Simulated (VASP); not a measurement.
Write the native input for VASP 6.6.1 that does the following.

```
Task                   : single point
Functional             : PBE
Potentials or basis    : VASP PAW PBE potentials, release 64 (Cu, Mo_sv)
Cutoff                 : 600 eV
k mesh                 : 10 × 10 × 10
Occupations            : gaussian, width 0.1 eV
Spin                   : no spin polarisation
Dipole correction      : no
Further INCAR settings : ALGO = Normal; EDIFF = 1e-06; NBANDS = 45
```

The structure of Cu2Mo lies in POSCAR:

```
Cu2Mo
1.0
    0.0000000000      3.3895778881      3.3895778881
    3.3895778881      0.0000000000      3.3895778881
    3.3895778881      3.3895778881      0.0000000000
Cu Mo
4 2
Direct
    0.1250000000      0.1250000000      0.1250000000
    0.6250000000      0.1250000000      0.1250000000
    0.1250000000      0.1250000000      0.6250000000
    0.1250000000      0.6250000000      0.1250000000
    0.5000000000      0.5000000000      0.5000000000
    0.7500000000      0.7500000000      0.7500000000
```

One way to write it, as run:

INCAR

```
ALGO = Normal ; EDIFF = 1E-6
ENCUT = 600 ; GGA = PE
GGA_COMPAT = False ; ISIF = 2
ISMEAR = 0 ; LASPH = True
LCHARG = False ; LREAL = False
LWAVE = False ; NBANDS = 45
NELM = 120 ; PREC = Accurate
SIGMA = 0.1
```

KPOINTS

```
k-points
0
Gamma
  10 10 10
```

Potentials or basis: VASP PAW PBE potentials, release 64 (Cu, Mo_sv).

Command:

```console
$ cat potpaw_PBE.64/Cu/POTCAR potpaw_PBE.64/Mo_sv/POTCAR > POTCAR
$ mpirun -np 1 vasp_std > vasp.out
```

It gave:

| Item | Value |
| --- | --- |
| Pressure | 0.4 GPa |
| Band gap on the k mesh | zero (bands 36 and 37 overlap by 0.79 eV) |

Wall time 8.5 min on 1 thread of AMD EPYC 7R13, on a shared host, peak memory 0.31 GiB.
